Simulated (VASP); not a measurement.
**Mg: single point with PBE**

The system is Mg.

```
Mg
1.0
     0.00000    3.43185    3.43185
     3.43185    0.00000    3.43185
     3.43185    3.43185    0.00000
Mg
2
Direct
  0.12500 0.12500 0.12500
  0.87500 0.87500 0.87500
```

```yaml
Program: VASP 6.6.1
Task: single point
Functional: PBE
Potentials_or_basis: VASP PAW PBE potentials, release 64 (Mg)
Cutoff: 520 eV
k_mesh: 13 × 13 × 13
Occupations: fermi-dirac, width 0.1 eV
Spin: no spin polarisation
Dipole_correction: no
Further_INCAR_settings: ALGO = Normal; EDIFF = 1e-06; NBANDS = 9
```

- Pressure: 0.0 GPa
- Band gap on the k mesh: zero (band 2 reaches 3.27 eV, above the bottom of band 3 at -0.34 eV)

Levels at points of the mesh, in eV from the Fermi level:
```tsv
k point	band 1	band 2	band 3	band 4	band 5	band 6
(0.00, 0.00, 0.00)	-4.95	3.16	3.16	3.16	4.22	4.22
```

It took 26 s on 1 thread of AMD EPYC 9R45 96-Core Processor (Zen 5), on a shared host, peak memory 0.19 GiB.
